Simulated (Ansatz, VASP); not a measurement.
**CuO: VASP beside Ansatz**

Contents of INCAR:

```
  AGGAC = 1.0
  AGGAX = 1.0
  ALDAC = 0.0
  ALDAX = 1.0
  ALGO = Normal
  EDIFF = 1E-7
  ENCUT = 520
  GGA = B5
  ISIF = 2
  ISMEAR = -1
  LASPH = True
  LCHARG = False
  LREAL = False
  LWAVE = False
  NBANDS = 25
  NELM = 80
  PREC = Accurate
  SIGMA = 0.05
```

File KPOINTS:

```
k-points
0
Gamma
  10 10 5
```

Contents of POSCAR:

```
CuO
1.0
    2.3906349594     -1.7470044264      0.0000000000
    2.3906349594      1.7470044264      0.0000000000
   -0.8774277226      0.0000000000      5.1586693681
Cu O
2 2
Direct
    0.0032000000      0.4968000000      0.0000000000
    0.4968000000      0.0032000000      0.5000000000
    0.5714000000      0.4056000000      0.2537000000
    0.4056000000      0.5714000000      0.7537000000
```

input.yaml

```yaml
crystal:
  lattice:
    - [2.3906349594, -1.7470044264, 0.0]
    - [2.3906349594, 1.7470044264, 0.0]
    - [-0.8774277226, 0.0, 5.1586693681]
  atoms:
    - { symbol: Cu, position: [0.0032, 0.4968, 0.0] }
    - { symbol: Cu, position: [0.4968, 0.0032, 0.5] }
    - { symbol: O, position: [0.5714, 0.4056, 0.2537] }
    - { symbol: O, position: [0.4056, 0.5714, 0.7537] }
hamiltonian:
  xc: blyp
  pseudopotentials: { kind: paw }
kpoints:
  mp_grid: { grid: [10, 10, 5] }
scf:
  occupations: { method: fermi_dirac, width: 0.05 }
output:
  forces: true
  stress: true
  eigenvalues: true
```

Alike in both runs: task single point; functional BLYP; k mesh 10 × 10 × 5; occupations fermi-dirac, width 0.05 eV; no spin polarisation.

|  | VASP | Ansatz |
| --- | --- | --- |
| version | VASP 6.6.1 | Ansatz 0.2.0 |
| potentials or method | VASP PAW PBE potentials, release 64 (Cu, O) | Ansatz PAW |
| plane-wave cutoff (eV) | 520 | 420 |
| valence electrons in the cell | 34 | 50 |

|  | VASP | Ansatz | Ansatz less VASP |
| --- | --- | --- | --- |
| gap on the k mesh at the Fermi level (eV) | none | none | - |
| pressure (GPa) | 2.7 | 2.1 | -0.63 |
| traceless stress, the component that is largest in VASP (GPa) | 2.31 | 2.67 | +0.360 |
| rms of the force components (eV/Å) | 0.391 | 0.382 | -0.0097 |

VASP's potentials were made for PBE, not for BLYP. Atom by atom the forces differ by 0.025 eV/Å (rms over components). A gap of «none» marks a metal or a gap that the smearing closes. VASP's potentials hold 34 valence electrons a cell and Ansatz's 50, so a difference there can come from the potentials and not from the codes.
